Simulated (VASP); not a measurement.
Here is a VASP 6.6.1 calculation.

Contents of POSCAR:

```
C
1.0
    0.0000000000      2.0629538434      3.5083372064
    1.1910835680      0.0000000000      3.5083372064
    1.1910835680      2.0629538434      0.0000000000
C
2
Direct
    0.1667039277      0.8332960723      0.1667039277
    0.8332960723      0.1667039277      0.8332960723
```

Contents of INCAR.step1:

```
PREC = Accurate
ENCUT = 520
ISMEAR = 0
SIGMA = 0.05
LREAL = F
LASPH = T
NELM = 100
NBANDS = 11
GGA = PE
ALGO = Normal
EDIFF = 1E-4
LWAVE = T
LCHARG = F
```

The input INCAR.step2:

```
PREC = Accurate
ENCUT = 520
EDIFF = 1E-6
ISMEAR = 0
SIGMA = 0.05
LREAL = F
LASPH = T
NELM = 100
ALGO = Normal
ISIF = 2
LWAVE = F
LCHARG = F
METAGGA = R2SCAN
LMIXTAU = T
NBANDS = 11
ISTART = 1
```

KPOINTS

```
Automatic mesh
0
Gamma
  14 14 14
```

Potentials or basis: VASP PAW PBE potentials, release 64 (C).

Run with:

```console
$ cat potpaw_PBE.64/C/POTCAR > POTCAR
$ cp INCAR.step1 INCAR
$ mpirun -np 1 vasp_std > vasp.out
$ cp INCAR.step2 INCAR
$ mpirun -np 1 vasp_std > vasp.out
```

Q: Estimate the pressure.

A: 29.2 GPa.

Stress tensor (GPa, compression positive):
```
43.80  0.00  0.00
 0.00 43.76  0.00
 0.00  0.00  0.05
```

Caveat: the cell differs from its parent crystal (strain -0.030 along x and y, -0.015 along z); the cell stands under pressure; the PAW data sets were made with another functional, which shifts forces and pressure a little.
